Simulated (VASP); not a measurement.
A run of VASP 6.6.1:

INCAR

```
SYSTEM = Cr
  ALGO = Normal
  EDIFF = 1E-6
  ENCUT = 500
  GGA = PE
  GGA_COMPAT = .False.
  ISIF = 2
  ISMEAR = -1
  ISPIN = 2
  LASPH = .True.
  LCHARG = .False.
  LMAXMIX = 4
  LORBIT = 11
  LREAL = .False.
  LWAVE = .False.
  MAGMOM = 4.5
  NBANDS = 16
  NELM = 200
  PREC = Accurate
  SIGMA = 0.05
```

The input KPOINTS:

```
k-points
0
Gamma
  12 12 12
  0 0 0
```

Contents of POSCAR:

```
Cr
1.0
   -1.4844496776      1.4844496776      1.4844496776
    1.4844496776     -1.4844496776      1.4844496776
    1.4844496776      1.4844496776     -1.4844496776
Cr
1
Direct
    0.0000000000      0.0000000000      0.0000000000
```

Potentials or basis: VASP PAW PBE potentials, release 64 (Cr_pv).

Launch:

```bash
$ cat potpaw_PBE.64/Cr_pv/POTCAR > POTCAR
$ mpirun -np 1 vasp_std > vasp.out
```

Hardware: 1 thread of Intel(R) Xeon(R) Platinum 8375C CPU @ 2.90GHz (Ice Lake), on a shared host.

Task: Estimate the wall time of this run.

Result: Run time: 22 s on 1 thread of Intel(R) Xeon(R) Platinum 8375C CPU @ 2.90GHz (Ice Lake), with other jobs on the host, peak memory 0.14 GiB. Counts: scf iterations 14, k points 72.
